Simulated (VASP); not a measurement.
# SiO2 (Quartz high) (P6_222) in VASP: further runs, part 2 of 2

VASP 6.6.1. Earlier steps stand in the parts before.

### Step 4. Single point, PBE

This run uses another cell than the first one, of 14.01 Å³/atom, 1.037 times its volume.

INCAR

```
SYSTEM = SiO2
PREC = Accurate ; ENCUT = 520
EDIFF = 1E-6 ; ISMEAR = -1
SIGMA = 0.02 ; LREAL = .False.
LASPH = .True. ; NELM = 100
ALGO = Normal ; ISIF = 2
LWAVE = .False. ; LCHARG = .True.
GGA = PE ; LELF = .True.
LVHAR = .True. ; NBANDS = 34
```

KPOINTS

```
Automatic mesh
0
Gamma
  6 6 6
  0 0 0
```

POSCAR

```
SiO2
1.0
    5.1059313420      0.0000000000      0.0000000000
   -2.5529656710      4.4218662521      0.0000000000
    0.0000000000      0.0000000000      5.5853929161
Si O
3 6
Direct
    0.5000000000      0.5000000000      0.3333333333
    0.0000000000      0.5000000000      0.6666666667
    0.5000000000      0.0000000000      0.0000000000
    0.2079940612      0.7920059388      0.8333333333
    0.4159881225      0.2079940612      0.1666666667
    0.2079940612      0.4159881225      0.5000000000
    0.7920059388      0.2079940612      0.8333333333
    0.5840118775      0.7920059388      0.1666666667
    0.7920059388      0.5840118775      0.5000000000
```

Potentials or basis: VASP PAW PBE potentials, release 64 (Si, O).

The run is started by

```
$ cat potpaw_PBE.64/Si/POTCAR potpaw_PBE.64/O/POTCAR > POTCAR
$ mpirun -np 1 vasp_std > vasp.out
```

OUTCAR:

```text
SYSTEM = SiO2
   PREC = Accurate
   ENCUT = 520
   EDIFF = 1E-6
   ISMEAR = -1
   LREAL = .False.
   LASPH = .True.
   NELM = 100
   ISIF = 2
   GGA = PE

 ion  position               nearest neighbor table
   1  0.500  0.500  0.333-   8 1.62   5 1.62   9 1.62   6 1.62
   2  0.000  0.500  0.667-   4 1.62   7 1.62   6 1.62   9 1.62
   3  0.500  0.000  0.000-   5 1.62   8 1.62   7 1.62   4 1.62
   4  0.208  0.792  0.833-   2 1.62   3 1.62
   5  0.416  0.208  0.167-   3 1.62   1 1.62
   6  0.208  0.416  0.500-   2 1.62   1 1.62
   7  0.792  0.208  0.833-   2 1.62   3 1.62
   8  0.584  0.792  0.167-   3 1.62   1 1.62
   9  0.792  0.584  0.500-   2 1.62   1 1.62

  LATTYP: Found a hexagonal cell.
 ALAT       =     5.1059313420
 C/A-ratio  =     1.0939028635

  Lattice vectors:

 A1 = (   5.1059313420,   0.0000000000,   0.0000000000)
 A2 = (  -2.5529656710,   4.4218662521,   0.0000000000)
 A3 = (   0.0000000000,   0.0000000000,   5.5853929161)

Analysis of symmetry for initial positions (statically):
=====================================================================
 Subroutine PRICEL returns:
 Original cell was already a primitive cell.

 Routine SETGRP: Setting up the symmetry group for a
 hexagonal supercell.

 Subroutine GETGRP returns: Found 12 space group operations
 (whereof  4 operations were pure point group operations)
 out of a pool of 24 trial point group operations.

The static configuration has the point symmetry D_2 .
 The point group associated with its full space group is D_6 .

Analysis of symmetry for dynamics (positions and initial velocities):
=====================================================================
 Subroutine PRICEL returns:
 Original cell was already a primitive cell.

 Routine SETGRP: Setting up the symmetry group for a
 hexagonal supercell.

 Subroutine GETGRP returns: Found 12 space group operations
 (whereof  4 operations were pure point group operations)
 out of a pool of 24 trial point group operations.

The dynamic configuration has the point symmetry D_2 .
 The point group associated with its full space group is D_6 .

 Subroutine INISYM returns: Found 12 space group operations
 (whereof  4 operations are pure point group operations),
 and found     1 'primitive' translations

----------------------------------------------------------------------------------------

                                     Primitive cell

  volume of cell :     126.1056

  direct lattice vectors                    reciprocal lattice vectors
     5.105931342  0.000000000  0.000000000     0.195850655  0.113074429  0.000000000
    -2.552965671  4.421866252  0.000000000     0.000000000  0.226148857  0.000000000
     0.000000000  0.000000000  5.585392916     0.000000000  0.000000000  0.179038434

  length of vectors
     5.105931342  5.105931342  5.585392916     0.226148857  0.226148857  0.179038434

  position of ions in fractional coordinates (direct lattice)
     0.500000000  0.500000000  0.333333333
     0.000000000  0.500000000  0.666666667
     0.500000000  0.000000000  0.000000000
     0.207994061  0.792005939  0.833333333
     0.415988123  0.207994061  0.166666667
     0.207994061  0.415988123  0.500000000
     0.792005939  0.207994061  0.833333333
     0.584011878  0.792005939  0.166666667
     0.792005939  0.584011878  0.500000000
[... 41 lines left out ...]
  0.000000  0.000000  0.000000      1.000000
  0.166667 -0.000000  0.000000      6.000000
  0.333333  0.000000  0.000000      6.000000
  0.500000 -0.000000  0.000000      3.000000
  0.166667  0.166667  0.000000      6.000000
  0.333333  0.166667  0.000000     12.000000
[... 16 lines left out ...]
  0.166667 -0.000000  0.500000      6.000000
  0.333333  0.000000  0.500000      6.000000
 [... further k-points ...]
   k-points           NKPTS =     28   k-points in BZ     NKDIM =     28   number of bands    NBANDS=     34
   number of dos      NEDOS =    301   number of ions     NIONS =      9
   total plane-waves  NPLWV =  67200
   dimension x,y,z NGX =    40 NGY =   40 NGZ =   42
   dimension x,y,z NGXF=    80 NGYF=   80 NGZF=   84
   ions per type =               3   6
   NGX,Y,Z   is equivalent  to a cutoff of  13.02, 13.02, 12.50 a.u.
   NGXF,Y,Z  is equivalent  to a cutoff of  26.05, 26.05, 25.00 a.u.
 SYSTEM =  SiO2
   PREC   = accura    normal or accurate (medium, high low for compatibility)
   ISTART =      0    job   : 0-new  1-cont  2-samecut
   ICHARG =      2    charge: 1-file 2-atom 10-const
   ISPIN  =      1    spin polarized calculation?
   LNONCOLLINEAR =      F non collinear calculations
   LSORBIT =      F    spin-orbit coupling
   LASPH  =      T    aspherical Exc in radial PAW
   ENCUT  =  520.0 eV  38.22 Ry    6.18 a.u.   9.49  9.49 10.39*2*pi/ulx,y,z
   NELM   =    100;   NELMIN=  2; NELMDL= -5     # of ELM steps
   EDIFF  = 0.1E-05   stopping-criterion for ELM
   LREAL  =      F    real-space projection
   EDIFFG = 0.1E-04   stopping-criterion for IOM
   NSW    =      0    number of steps for IOM
   IBRION =     -1    ionic relax: 0-MD 1-quasi-New 2-CG
   NFREE  =      0    steps in history (QN), initial steepest desc. (CG)
   ISIF   =      2    stress and relaxation
   ISYM   =      2    0-nonsym 1-usesym 2-fastsym
   POTIM  = 0.5000    time-step for ionic-motion
   TEBEG  =    0.0;   TEEND  =   0.0 temperature during run
   PSTRESS=    0.0 pullay stress
   NELECT =      48.0000    total number of electrons
   NUPDOWN=      -1.0000    fix difference up-down
   EMIN   =  10.00;   EMAX   =-10.00  energy-range for DOS
   EFERMI =   0.00;   METHOD = LEGACY
   ISMEAR =    -1;   SIGMA  =   0.02  broadening in eV -4-tet -1-fermi 0-gaus
   EFERMI_NEDOS =   21; number of points for ismear=-14 and -15
   IALGO  =     38    algorithm
   IMIX   =      4    mixing-type and parameters
     AMIX     =   0.40;   BMIX     =  1.00
     AMIX_MAG =   1.60;   BMIX_MAG =  1.00
  volume/ion in A,a.u.               =      14.01        94.56
  Fermi-wavevector in a.u.,A,eV,Ry     =   1.186435  2.242036 19.151929  1.407627
  Thomas-Fermi vector in A             =   2.322607
   LORBIT       =      0    0 simple, 1 ext, 2 COOP (PROOUT), +10 PAW based schemes
   GGA     = PE    functional components
   LHFCALC =     F    Hartree Fock is set to
   AEXX    =    0.0000 exact exchange contribution
   IVDW    =     0    specifies the selected vdW correction
   LEPSILON=     F    determine dielectric tensor
   LRPA    =     F    only Hartree local field effects (RPA)
 non-spin polarized calculation
  energy-cutoff  :      520.00
  volume of cell :      126.11
 maximum number of plane-waves:      3420
 NGX is ok and might be reduce to    40
   NGX = 19   NGY = 19   NGZ = 21

 number of electron      47.9999978 magnetization

 Free energy of the ion-electron system (eV)
  ---------------------------------------------------
  ext. energy  EPLUGINS =         0.00000000
  ---------------------------------------------------
  free energy    TOTEN  =       -71.12597869 eV

  energy without entropy =      -71.12597869  energy(sigma->0) =      -71.12597869

 E-fermi :   0.8666     XC(G=0):  -8.6127

 val. band max:        0.3407501698   @ k =   0.5000  -0.0000   0.0000
 cond. band min:       5.8892746179   @ k =   0.0000   0.0000   0.0000
 fundamental gap:      5.5485244481
 Fermi energy:         0.8666099677

 k-point     1 :       0.0000    0.0000    0.0000
  band No.  band energies     occupation
      1     -18.9436      2.00000
      2     -17.5319      2.00000
      3     -17.5319      2.00000
      4     -16.9510      2.00000
      5     -16.9169      2.00000
      6     -16.9168      2.00000
[... 877 lines left out ...]
     33      11.8900      0.00000
     34      12.0875      0.00000

 [... further k-points ...]
[... 5 lines left out ...]
  --------------------------------------------------------------------------------------
  -------------------------------------------------------------------------------------
  Total        0.0070787      0.0070787      0.0512720      0.0000000      0.0000000      0.0000000
  in kB        0.0899358      0.0899358      0.6514125      0.0000000      0.0000000      0.0000000
  external PRESSURE =       0.2770947 kB  Pullay stress =       0.0000000 kB

 VOLUME and BASIS-vectors are now :
 -----------------------------------------------------------------------------
  energy-cutoff  :      520.00
  volume of cell :      126.11
      direct lattice vectors                 reciprocal lattice vectors
     5.105931342  0.000000000  0.000000000     0.195850655  0.113074429  0.000000000
    -2.552965671  4.421866252  0.000000000     0.000000000  0.226148857  0.000000000
     0.000000000  0.000000000  5.585392916     0.000000000  0.000000000  0.179038434

 POSITION                                       TOTAL-FORCE (eV/Angst)
 -----------------------------------------------------------------------------------
      1.27648      2.21093      1.86180         0.000000      0.000000     -0.000000
     -1.27648      2.21093      3.72360         0.000000      0.000000      0.000000
      2.55297      0.00000      0.00000         0.000000      0.000000     -0.000000
     -0.95996      3.50214      4.65449         0.014388     -0.008307      0.000000
      1.59301      0.91972      0.93090         0.014388      0.008307     -0.000000
     -0.00000      1.83944      2.79270         0.000000      0.016613      0.000000
      3.51293      0.91972      4.65449        -0.014388      0.008307     -0.000000
      0.95996      3.50214      0.93090        -0.014388     -0.008307      0.000000
      2.55297      2.58242      2.79270        -0.000000     -0.016613      0.000000
 -----------------------------------------------------------------------------------
    total drift:                               -0.000000      0.000000      0.000001

  FREE ENERGIE OF THE ION-ELECTRON SYSTEM (eV)
  ---------------------------------------------------
  free  energy   TOTEN  =       -71.1259786912 eV

  energy  without entropy=      -71.1259786912  energy(sigma->0) =      -71.12597869
```

Wall time 74 s (1 thread of Intel Xeon Platinum 8488C (Sapphire Rapids), shared host); peak memory 0.27 GiB.

Results:

```yaml
Free_energy: -71.1260 eV
Pressure: 0.0 GPa
Largest_force: 0.017 eV/Å
Band_gap_on_the_k_mesh: 5.55 eV, indirect (least direct gap 5.73 eV)
```

Forces in eV/Å, atoms in the order of the input:
```
Si   0.000  0.000  0.000
Si   0.000  0.000  0.000
Si   0.000  0.000  0.000
O    0.014 -0.008  0.000
O    0.014  0.008  0.000
O    0.000  0.017  0.000
O   -0.014  0.008  0.000
O   -0.014 -0.008  0.000
O    0.000 -0.017  0.000
```

Levels at points of the mesh, in eV from the valence-band top:
```tsv
k point	band 21	band 22	band 23	band 24	band 25	band 26	band 27	band 28
(0.00, 0.00, 0.00)	-0.96	-0.44	-0.44	-0.18	5.55	8.84	8.84	9.09
(0.50, 0.00, 0.00)	-1.11	-0.96	-0.34	0.00	7.59	8.41	9.51	9.54
(0.00, 0.00, 0.50)	-1.11	-0.28	0.00	0.00	7.37	7.37	8.40	9.66
(0.50, 0.00, 0.50)	-0.88	-0.70	-0.67	-0.33	8.25	8.85	9.20	9.37
```

A k mesh can miss the band edges. A hybrid or GW would open this gap; PBE tends to underestimate it.

### Step 5. Overview

| level | potentials or basis | cell | gap on the mesh (eV) | pressure (GPa) |
| --- | --- | --- | --- | --- |
| LDA | VASP PAW LDA potentials, release 64 (Si, O) | a = 5.040, b = 5.040, c = 5.526 Å, angles 90.0, 90.0, 120.0°, 9 atoms | 5.49 | 0.4 |
| PBEsol | VASP PAW PBE potentials, release 64 (Si, O) | a = 5.081, b = 5.081, c = 5.559 Å, angles 90.0, 90.0, 120.0°, 9 atoms | 5.55 | 0.4 |
| PBE | VASP PAW PBE potentials, release 64 (Si, O) | a = 5.106, b = 5.106, c = 5.585 Å, angles 90.0, 90.0, 120.0°, 9 atoms | 5.55 | 0.0 |

Alike in all rows: task single point; no spin polarisation; k mesh 6 × 6 × 6; cutoff (eV) 520; smearing fermi-dirac 0.02 eV.

Caveats: the PAW data sets were made with another functional, which shifts forces and pressure a little (some runs).

Absolute energies hang on the potentials; compare differences alone.
